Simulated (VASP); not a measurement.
A run of VASP 6.6.1 is set up as follows.

The input INCAR:

```
PREC = Accurate
ENCUT = 520
EDIFF = 1E-6
ISMEAR = 0
SIGMA = 0.15
LREAL = False
LASPH = True
NELM = 60
ALGO = Normal
ISIF = 2
LWAVE = False
LCHARG = False
GGA = PS
NBANDS = 12
```

File KPOINTS:

```
Automatic mesh
0
Gamma
  18 18 10
```

File POSCAR:

```
Sb
1.0
    3.2173951714      0.0000000000      0.0000000000
   -1.6086975857      3.0489335291      0.0000000000
    0.0000000000      0.0000000000      5.3300000000
Sb
2
Direct
    0.3333333333      0.6666666667      0.2500000000
    0.6666666667      0.3333333333      0.7500000000
```

Potentials or basis: VASP PAW PBE potentials, release 64 (Sb).

Launch:

```sh
$ cat potpaw_PBE.64/Sb/POTCAR > POTCAR
$ mpirun -np 1 vasp_std > vasp.out
```

(1) Estimate the largest force.

(2) Predict the band gap on the k mesh.

(3) Estimate the pressure.

Answers

(1) 0.096 eV/Å.

(2) zero (bands 5 and 6 overlap by 7.46 eV).

(3) 0.3 GPa.

Caveat: the cell differs from its parent crystal (strain -0.0450 x Voigt [1, -1, 0, 0, 0, 0]); the PAW data sets were made with another functional, which shifts forces and pressure a little; spin-orbit coupling is left out, which moves the levels of the heavy elements.
